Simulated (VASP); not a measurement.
Write the native input for VASP 6.6.1 that does the following.

| Property | Result |
| --- | --- |
| Task | single point |
| Functional | PBE |
| Potentials or basis | VASP PAW PBE potentials, release 64 (Ni, Si) |
| Cutoff | 520 eV |
| k mesh | 6 × 6 × 6 |
| Occupations | gaussian, width 0.015 eV |
| Spin | collinear spin, ferromagnetic start |
| Starting moments | [1.0, 1.0, 1.0, 1.0, 0.0, 0.0, 0.0, 0.0] μB |
| Dipole correction | no |
| Further INCAR settings | ALGO = Normal; EDIFF = 1e-07; NBANDS = 42 |

The structure of SiNi lies in POSCAR:

```
SiNi
1.0
    4.5036940000      0.0000000000      0.0000000000
    0.0000000000      4.5036940000      0.0000000000
    0.0000000000      0.0000000000      4.5036940000
Ni Si
4 4
Direct
    0.1495040000      0.1495040000      0.1495040000
    0.6495040000      0.3504960000      0.8504960000
    0.8504960000      0.6495040000      0.3504960000
    0.3504960000      0.8504960000      0.6495040000
    0.8468300000      0.8468300000      0.8468300000
    0.3468300000      0.6531700000      0.1531700000
    0.1531700000      0.3468300000      0.6531700000
    0.6531700000      0.1531700000      0.3468300000
```

The input as run:

INCAR

```
SYSTEM = SiNi
PREC = Accurate
ENCUT = 520
EDIFF = 1E-7
ISMEAR = 0
SIGMA = 0.015
LREAL = .False.
LASPH = .True.
NELM = 150
ALGO = Normal
ISIF = 2
LWAVE = .False.
LCHARG = .False.
ISPIN = 2
MAGMOM = 1 1 1 1 0 0 0 0
LORBIT = 11
LMAXMIX = 4
GGA = PE
NBANDS = 42
```

KPOINTS

```
regular mesh
0
Gamma
  6 6 6
  0 0 0
```

Potentials or basis: VASP PAW PBE potentials, release 64 (Ni, Si).

Command:

```bash
$ cat potpaw_PBE.64/Ni/POTCAR potpaw_PBE.64/Si/POTCAR > POTCAR
$ mpirun -np 1 vasp_std > vasp.out
```

Results of the run:

* Pressure: 1.8 GPa
* Largest force: 0.030 eV/Å
* Band gap on the k mesh: zero (filled and empty bands overlap)
* Net moment: 0.00 μB per cell
* Valence electrons inside the program's atomic spheres: Ni 9.55; Si 1.58

Run time: 2.9 min on 1 thread of AMD EPYC 7R13 Processor (Zen 3) (shared host), peak memory 0.28 GiB.
